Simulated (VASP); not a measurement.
Wanted: the native input for a VASP 6.6.1 run.

- Task: single point
- Functional: PBE
- Potentials or basis: VASP PAW PBE potentials, release 64 (Si, O)
- Cutoff: 600 eV
- k mesh: 41 × 41 × 41
- Occupations: fermi-dirac, width 0.0612256 eV
- Spin: no spin polarisation
- Dipole correction: no
- Further INCAR settings: ALGO = Normal; EDIFF = 1e-06; NBANDS = 15

The structure of SiO2 (fluorite type) lies in POSCAR:

```
SiO2
1.0
    0.0000000000      2.3062971474      2.3062971474
    2.3062971474      0.0000000000      2.3062971474
    2.3062971474      2.3062971474      0.0000000000
Si O
1 2
Direct
    0.0000000000      0.0000000000      0.0000000000
    0.2500000000      0.2500000000      0.2500000000
    0.7500000000      0.7500000000      0.7500000000
```

One way to write it, as run:

INCAR

```
  PREC = Accurate
  ENCUT = 600
  EDIFF = 1E-6
  ISMEAR = -1
  SIGMA = 0.06122561905347299
  LREAL = False
  LASPH = True
  NELM = 120
  ALGO = Normal
  ISIF = 2
  LWAVE = False
  LCHARG = False
  GGA = PE
  NBANDS = 15
  GGA_COMPAT = False
```

KPOINTS

```
Automatic mesh
0
Gamma
  41 41 41
```

Potentials or basis: VASP PAW PBE potentials, release 64 (Si, O).

Launch:

```bash
$ cat potpaw_PBE.64/Si/POTCAR potpaw_PBE.64/O/POTCAR > POTCAR
$ mpirun -np 1 vasp_std > vasp.out
```

Results of the run:

- Pressure: -5.3 GPa
- Band gap on the k mesh: 1.49 eV (least direct gap 2.00 eV)

Caveat: the cell stands under tension; an odd mesh through Γ misses points on the zone boundary, where band edges can lie.

It took 8.1 min on 1 thread of Intel(R) Xeon(R) Platinum 8488C (Sapphire Rapids) (shared host), peak memory 0.75 GiB.
